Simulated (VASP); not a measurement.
## BN: single point with PBE

Crystal: BN.

```xyz
4
Lattice="2.4471 0.0000 0.0000 -1.2235 2.1192 0.0000 0.0000 0.0000 4.0515" Properties=species:S:1:pos:R:3 pbc="T T T"
B     1.2235    0.7064    4.0488
B     0.0000    1.4128    2.0231
N     1.2235    0.7064    2.5348
N     0.0000    1.4128    0.5091
```

This cell differs from its parent crystal: volume scaled by 0.88, then relaxed in part.

* Program: VASP 6.6.1
* Task: single point
* Functional: PBE
* Potentials or basis: VASP PAW PBE potentials, release 64 (B, N)
* Cutoff: 520 eV
* k mesh: 12 × 12 × 6
* Occupations: gaussian, width 0.02 eV
* Spin: no spin polarisation

- Pressure: 60.6 GPa
- Band gap on the k mesh: 4.90 eV, indirect (least direct gap 8.81 eV)

Levels at points of the mesh, in eV from the valence-band top:
```
           k point  band 6  band 7  band 8  band 9  band 10  band 11
(0.00, 0.00, 0.00)   -0.38    0.00    0.00    8.83     8.83     9.23
(0.50, 0.00, 0.00)   -5.62   -5.08   -2.37    7.13     8.28    11.17
(0.00, 0.00, 0.50)   -1.33   -1.33   -1.33   10.55    10.55    10.55
(0.50, 0.00, 0.50)   -4.25   -4.03   -4.03    6.99     6.99    10.84
```

It took 9.3 s on 1 thread of Intel(R) Xeon(R) 6975P-C (Granite Rapids) (shared host), peak memory 0.13 GiB.

 A k mesh can miss the band edges.
